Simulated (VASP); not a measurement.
# WS2 (Fm-3m) in VASP: single point with PBE

Aim: the single point of WS2 with PBE.

Program: VASP 6.6.1. These are calculated values, not measurements. Logs are shortened: lines on timing, memory, paths and dates and some standing lists are left out, and cuts for length are marked.

## (1) The cell of the first run

The structure is cubic, space group Fm-3m (No. 225). Conventional cell: a = 6.016 Å, b = 6.016 Å, c = 6.016 Å, α = 90.00°, β = 90.00°, γ = 90.00°. W (site symmetry m-3m) has 8 S at 2.60 Å within 3.4 Å. Within 3.4 Å of S (site symmetry -43m) lie 4 W at 2.60 Å and 6 S at 3.01 Å.

## (2) Single point, PBE

Input file INCAR:

```
PREC     = Accurate       # precision mode
ENCUT    = 500            # plane-wave cutoff, eV
EDIFF    = 1E-6           # SCF threshold, eV
ISMEAR   = -1             # smearing method
SIGMA    = 0.03           # smearing width, eV
LREAL    = False          # projectors in reciprocal space
LASPH    = True           # aspherical terms in the spheres
NELM     = 120            # most SCF steps
ALGO     = Normal         # electronic algorithm
ISIF     = 2              # what is computed and relaxed
LWAVE    = False          # write WAVECAR
LCHARG   = True           # write CHGCAR
GGA      = PE             # functional
LELF     = True           # ELF
LVHAR    = True         
NBANDS   = 20             # bands
GGA_COMPAT= False
```

Input file KPOINTS:

```
Automatic mesh
0
Gamma
  5 5 5
```

Input file POSCAR:

```
WS2
1.0
    0.0000000000      3.0079352200      3.0079352200
    3.0079352200      0.0000000000      3.0079352200
    3.0079352200      3.0079352200      0.0000000000
W S
1 2
Direct
    0.0000000000      0.0000000000      0.0000000000
    0.2500000000      0.2500000000      0.2500000000
    0.7500000000      0.7500000000      0.7500000000
```

Potentials or basis: VASP PAW PBE potentials, release 64 (W_sv, S).

Command:

```
> cat potpaw_PBE.64/W_sv/POTCAR potpaw_PBE.64/S/POTCAR > POTCAR
> mpirun -np 1 vasp_std > vasp.out
```

OUTCAR:

```text
PREC = Accurate
   ENCUT = 500
   EDIFF = 1E-6
   ISMEAR = -1
   LREAL = False
   LASPH = True
   NELM = 120
   ISIF = 2
   GGA = PE

 ion  position               nearest neighbor table
   1  0.000  0.000  0.000-   3 2.60   3 2.60   3 2.60   2 2.60   3 2.60   2 2.60   2 2.60   2 2.60

   2  0.250  0.250  0.250-   1 2.60   1 2.60   1 2.60   1 2.60
   3  0.750  0.750  0.750-   1 2.60   1 2.60   1 2.60   1 2.60

  LATTYP: Found a face centered cubic cell.
 ALAT       =     6.0158704400

  Lattice vectors:

 A1 = (   0.0000000000,   3.0079352200,   3.0079352200)
 A2 = (   3.0079352200,   0.0000000000,   3.0079352200)
 A3 = (   3.0079352200,   3.0079352200,   0.0000000000)

Analysis of symmetry for initial positions (statically):
=====================================================================
 Subroutine PRICEL returns:
 Original cell was already a primitive cell.

 Routine SETGRP: Setting up the symmetry group for a
 face centered cubic supercell.

 Subroutine GETGRP returns: Found 48 space group operations
 (whereof 48 operations were pure point group operations)
 out of a pool of 48 trial point group operations.

The static configuration has the point symmetry O_h .

Analysis of symmetry for dynamics (positions and initial velocities):
=====================================================================
 Subroutine PRICEL returns:
 Original cell was already a primitive cell.

 Routine SETGRP: Setting up the symmetry group for a
 face centered cubic supercell.

 Subroutine GETGRP returns: Found 48 space group operations
 (whereof 48 operations were pure point group operations)
 out of a pool of 48 trial point group operations.

The dynamic configuration has the point symmetry O_h .

 Subroutine INISYM returns: Found 48 space group operations
 (whereof 48 operations are pure point group operations),
 and found     1 'primitive' translations

----------------------------------------------------------------------------------------

                                     Primitive cell

  volume of cell :      54.4296

  direct lattice vectors                    reciprocal lattice vectors
     0.000000000  3.007935220  3.007935220    -0.166226984  0.166226984  0.166226984
[... 65 lines left out ...]
   ISTART =      0    job   : 0-new  1-cont  2-samecut
   ICHARG =      2    charge: 1-file 2-atom 10-const
   ISPIN  =      1    spin polarized calculation?
   LNONCOLLINEAR =      F non collinear calculations
   LSORBIT =      F    spin-orbit coupling
   LASPH  =      T    aspherical Exc in radial PAW
   ENCUT  =  500.0 eV  36.75 Ry    6.06 a.u.   7.76  7.76  7.76*2*pi/ulx,y,z
   NELM   =    120;   NELMIN=  2; NELMDL= -5     # of ELM steps
   EDIFF  = 0.1E-05   stopping-criterion for ELM
   LREAL  =      F    real-space projection
   EDIFFG = 0.1E-04   stopping-criterion for IOM
   NSW    =      0    number of steps for IOM
   IBRION =     -1    ionic relax: 0-MD 1-quasi-New 2-CG
   NFREE  =      0    steps in history (QN), initial steepest desc. (CG)
   ISIF   =      2    stress and relaxation
   ISYM   =      2    0-nonsym 1-usesym 2-fastsym
   POTIM  = 0.5000    time-step for ionic-motion
   TEBEG  =    0.0;   TEEND  =   0.0 temperature during run
   PSTRESS=    0.0 pullay stress
   NELECT =      26.0000    total number of electrons
   NUPDOWN=      -1.0000    fix difference up-down
   EMIN   =  10.00;   EMAX   =-10.00  energy-range for DOS
   EFERMI =   0.00;   METHOD = LEGACY
   ISMEAR =    -1;   SIGMA  =   0.03  broadening in eV -4-tet -1-fermi 0-gaus
   EFERMI_NEDOS =   21; number of points for ismear=-14 and -15
   IALGO  =     38    algorithm
   IMIX   =      4    mixing-type and parameters
     AMIX     =   0.40;   BMIX     =  1.00
     AMIX_MAG =   1.60;   BMIX_MAG =  1.00
  volume/ion in A,a.u.               =      18.14       122.44
  Fermi-wavevector in a.u.,A,eV,Ry     =   1.279737  2.418353 22.282634  1.637727
  Thomas-Fermi vector in A             =   2.412205
   LORBIT       =      0    0 simple, 1 ext, 2 COOP (PROOUT), +10 PAW based schemes
   GGA     = PE    functional components
   LHFCALC =     F    Hartree Fock is set to
   AEXX    =    0.0000 exact exchange contribution
   IVDW    =     0    specifies the selected vdW correction
   LEPSILON=     F    determine dielectric tensor
   LRPA    =     F    only Hartree local field effects (RPA)
 non-spin polarized calculation
  energy-cutoff  :      500.00
  volume of cell :       54.43
 maximum number of plane-waves:      1411
   NGX = 15   NGY = 15   NGZ = 15

 number of electron      26.0000000 magnetization

 Free energy of the ion-electron system (eV)
  ---------------------------------------------------
  ext. energy  EPLUGINS =         0.00000000
  ---------------------------------------------------
  free energy    TOTEN  =       -20.96842765 eV

  energy without entropy =      -20.95689943  energy(sigma->0) =      -20.96266354

 E-fermi :   7.3775     XC(G=0): -10.9936

 val. band max:        7.2810483833   @ k =  -0.4000   0.4000   0.2000
 cond. band min:       7.4260281826   @ k =  -0.4000   0.4000   0.0000
 fundamental gap:      0.1449797993
 Fermi energy:         7.3774552246

 k-point     1 :       0.0000    0.0000    0.0000
  band No.  band energies     occupation
      1     -67.1514      2.00000
      2     -31.2985      2.00000
      3     -31.2985      2.00000
      4     -31.2985      2.00000
      5      -8.0088      2.00000
      6      -3.7838      2.00000
[... 219 lines left out ...]
     19      14.5111      0.00000
     20      16.0333      0.00000

------------------------ aborting loop because EDIFF is reached ----------------------------------------

  FORCE on cell =-STRESS in cart. coord.  units (eV):
  Direction    XX          YY          ZZ          XY          YZ          ZX
  --------------------------------------------------------------------------------------
  -------------------------------------------------------------------------------------
  Total       -3.1312324     -3.1312324     -3.1312324     -0.0000000     -0.0000000      0.0000000
  in kB      -92.1701824    -92.1701824    -92.1701824     -0.0000000     -0.0000000      0.0000000
  external PRESSURE =     -92.1701824 kB  Pullay stress =       0.0000000 kB

 VOLUME and BASIS-vectors are now :
 -----------------------------------------------------------------------------
  energy-cutoff  :      500.00
  volume of cell :       54.43
      direct lattice vectors                 reciprocal lattice vectors
     0.000000000  3.007935220  3.007935220    -0.166226984  0.166226984  0.166226984
     3.007935220  0.000000000  3.007935220     0.166226984 -0.166226984  0.166226984
     3.007935220  3.007935220  0.000000000     0.166226984  0.166226984 -0.166226984

 POSITION                                       TOTAL-FORCE (eV/Angst)
 -----------------------------------------------------------------------------------
      0.00000      0.00000      0.00000        -0.000000      0.000000     -0.000000
      1.50397      1.50397      1.50397         0.000000      0.000000     -0.000000
      4.51190      4.51190      4.51190        -0.000000     -0.000000      0.000000
 -----------------------------------------------------------------------------------
    total drift:                                0.000000     -0.000000      0.000000

  FREE ENERGIE OF THE ION-ELECTRON SYSTEM (eV)
  ---------------------------------------------------
  free  energy   TOTEN  =       -20.9684276478 eV

  energy  without entropy=      -20.9568994261  energy(sigma->0) =      -20.96266354
```

OSZICAR:

```text
N       E                     dE             d eps       ncg     rms          rms(c)
DAV:   1     0.194054518805E+03    0.19405E+03   -0.12700E+04   400   0.125E+03
DAV:   2    -0.119557166971E+02   -0.20601E+03   -0.20047E+03   448   0.337E+02
DAV:   3    -0.225845954667E+02   -0.10629E+02   -0.10429E+02   500   0.701E+01
DAV:   4    -0.227665215056E+02   -0.18193E+00   -0.18134E+00   480   0.931E+00
DAV:   5    -0.227695491989E+02   -0.30277E-02   -0.30273E-02   500   0.135E+00    0.178E+01
DAV:   6    -0.213663694428E+02    0.14032E+01   -0.15265E+01   436   0.195E+01    0.796E+00
DAV:   7    -0.209978355147E+02    0.36853E+00   -0.25119E+00   460   0.822E+00    0.588E+00
DAV:   8    -0.209924493037E+02    0.53862E-02   -0.31403E-01   448   0.333E+00    0.963E-01
DAV:   9    -0.209682280407E+02    0.24221E-01   -0.74959E-02   440   0.145E+00    0.297E-01
DAV:  10    -0.209683898188E+02   -0.16178E-03   -0.52519E-03   496   0.418E-01    0.176E-01
DAV:  11    -0.209685325167E+02   -0.14270E-03   -0.11897E-03   448   0.198E-01    0.812E-02
DAV:  12    -0.209684297298E+02    0.10279E-03   -0.61546E-04   460   0.128E-01    0.256E-02
DAV:  13    -0.209684340721E+02   -0.43423E-05   -0.15173E-05   428   0.250E-02    0.238E-02
DAV:  14    -0.209684276713E+02    0.64008E-05   -0.26867E-05   468   0.270E-02    0.382E-03
DAV:  15    -0.209684276478E+02    0.23558E-07   -0.60387E-07   292   0.534E-03
   1 F= -.20968428E+02 E0= -.20962664E+02  d E =-.115282E-01
```

Run time: 13 s. Hardware: 1 thread of Intel Xeon Platinum 8259CL at 2.50GHz (Skylake/Cascade Lake), shared host; peak memory 0.17 GiB.

Results:

```yaml
Free_energy: -20.9684 eV
Pressure: -9.2 GPa
Band_gap_on_the_k_mesh: zero (bands 13 and 14 overlap by 1.05 eV)
```

Levels at points of the mesh, in eV from the Fermi level:
```tsv
k point	band 10	band 11	band 12	band 13	band 14	band 15	band 16	band 17
(0.00, 0.00, 0.00)	-0.93	-0.93	-0.93	-0.90	-0.90	4.37	4.37	4.37
```

Caveat: the k points lie up to 0.36 Å⁻¹ apart, too coarse for converged energies and pressures of a metal; spin-orbit coupling is left out, which moves the levels of the heavy elements.
